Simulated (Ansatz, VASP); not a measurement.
**Two plane-wave programs on CaS**

```xyz
2
Lattice="0.0000 2.8621 2.8621 2.8621 0.0000 2.8621 2.8621 2.8621 0.0000" Properties=species:S:1:pos:R:3 pbc="T T T"
Ca    2.8621    2.8621    2.8621
S     0.0000    0.0000    0.0000
```

Alike in both runs: task single point; functional BLYP; k mesh 8 × 8 × 8; occupations gaussian, width 0.05 eV; no spin polarisation.

|  | VASP | Ansatz |
| --- | --- | --- |
| version | VASP 6.6.1 | Ansatz 0.2.0 |
| potentials or method | VASP PAW PBE potentials, release 64 (Ca_sv, S), cutoff 500 eV | scalar-relativistic, plane waves, PAW |
| valence electrons in the cell | 16 | 16 |

```csv
,VASP,Ansatz,Ansatz less VASP
gap on the k mesh at the Fermi level (eV),2.48,2.49,+0.007
least direct gap on the mesh (eV),3.25,3.26,+0.008
pressure (GPa),1.9,1.8,-0.14
```

VASP's potentials were made for PBE, not for BLYP.
